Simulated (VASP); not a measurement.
Input of a VASP 6.6.1 run:

INCAR

```
SYSTEM = NiGe
PREC = Accurate
ENCUT = 520
EDIFF = 1E-6
ISMEAR = 0
SIGMA = 0.1
LREAL = Auto
LASPH = .True.
NELM = 80
ALGO = Normal
ISIF = 2
LWAVE = .False.
LCHARG = .False.
LDIPOL = .True.
IDIPOL = 3
DIPOL = 0.5 0.5 0.497
GGA = PS
NBANDS = 110
```

The input KPOINTS:

```
regular mesh
0
Gamma
  1 1 1
  0 0 0
```

POSCAR

```
NiGe
1.0
    3.4400167570      0.0000000000      0.0000000000
    0.0000000000      5.3107948293      0.0000000000
    0.0000000000      0.0000000000     25.9018652880
Ni Ge
8 8
Direct
    0.2500000000      0.9929865330      0.2895544362
    0.2500000000      0.4929865330      0.3166438570
    0.7500000000      0.5070134670      0.4003429337
    0.7500000000      0.0070134670      0.4274323546
    0.2500000000      0.9929865330      0.5111314313
    0.2500000000      0.4929865330      0.5382208521
    0.7500000000      0.5070134670      0.6219199288
    0.7500000000      0.0070134670      0.6490093497
    0.7500000000      0.1883574517      0.3389067196
    0.2500000000      0.8116425483      0.3780800712
    0.2500000000      0.3116425483      0.4496952171
    0.7500000000      0.6883574517      0.4888685687
    0.7500000000      0.1883574517      0.5604837147
    0.2500000000      0.8116425483      0.5996570663
    0.2500000000      0.3116425483      0.6712722122
    0.7500000000      0.6883574517      0.7104455638
```

Potentials or basis: VASP PAW PBE potentials, release 64 (Ni, Ge_d).

The run is started by

```console
$ cat potpaw_PBE.64/Ni/POTCAR potpaw_PBE.64/Ge_d/POTCAR > POTCAR
$ mpirun -np 1 vasp_gam > vasp.out
```

Q: Predict the largest force.

A: 2.408 eV/Å.

Forces on the atoms (eV/Å):
```
Ni   0.000  0.178  0.580
Ni   0.000 -0.639  1.161
Ni   0.000  0.057  0.253
Ni   0.000 -0.260 -0.208
Ni   0.000  0.186  0.080
Ni   0.000  0.149  0.223
Ni   0.000 -0.400 -0.263
Ni   0.000  0.091  0.225
Ge   0.000  1.443 -1.927
Ge   0.000 -1.311 -1.694
Ge   0.000 -0.452  0.497
Ge   0.000  0.690 -0.384
Ge   0.000  0.949  0.631
Ge   0.000 -0.704 -0.367
Ge   0.000 -1.857  0.618
Ge   0.000  1.880  0.575
```

Caveat: the k points lie up to 1.83 Å⁻¹ apart; the PAW data sets were made with another functional, which shifts forces and pressure a little. Spin polarisation is off, so any magnetic state and its effect on volume and gap are missing.
